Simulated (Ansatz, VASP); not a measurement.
Cd in VASP and in Ansatz

The input INCAR:

```
ALGO = Fast
EDIFF = 1E-6
ENCUT = 520
GGA = PE
ISIF = 2
ISMEAR = 0
LASPH = T
LCHARG = T
LELF = T
LREAL = F
LVHAR = T
LWAVE = F
NBANDS = 12
NELM = 60
PREC = Accurate
SIGMA = 0.15
```

KPOINTS

```
k-points
0
Gamma
  18 18 18
```

POSCAR

```
Cd
1.0
    0.0000000000      2.4348928381      2.0864596730
    2.4348928381      0.0000000000      2.0864596730
    2.4348928381      2.4348928381      0.0000000000
Cd
1
Direct
    0.0000000000      0.0000000000      0.0000000000
```

Input for Ansatz:

```yaml
crystal:
  lattice:
    - [0.0, 2.4348928381, 2.086459673]
    - [2.4348928381, 0.0, 2.086459673]
    - [2.4348928381, 2.4348928381, 0.0]
  atoms:
    - { symbol: Cd, position: [0.0, 0.0, 0.0] }
basis:
  ecutwfc: 420
kpoints:
  mp_grid: { grid: [18, 18, 18] }
hamiltonian:
  xc: pbe
scf:
  occupations: { method: gaussian, width: 0.15 }
output:
  forces: true
  stress: true
  eigenvalues: true
```

Alike in both runs: task single point; functional PBE; k mesh 18 × 18 × 18; occupations gaussian, width 0.15 eV; no spin polarisation.

|  | VASP | Ansatz |
| --- | --- | --- |
| version | VASP 6.6.1 | Ansatz 0.2.0 |
| potentials or method | VASP PAW PBE potentials, release 64 (Cd), cutoff 520 eV | scalar-relativistic, plane waves, PAW |
| valence electrons in the cell | 12 | 20 |

```csv
,VASP,Ansatz,Ansatz less VASP
gap on the k mesh at the Fermi level (eV),none,none,-
pressure (GPa),-2.1,-2.3,-0.19
"traceless stress, the component that is largest in VASP (GPa)",1.18,1.17,-0.005
```

A gap of «none» marks a metal or a gap that the smearing closes. VASP's potentials hold 12 valence electrons a cell and Ansatz's 20, so a difference there can come from the potentials and not from the codes.
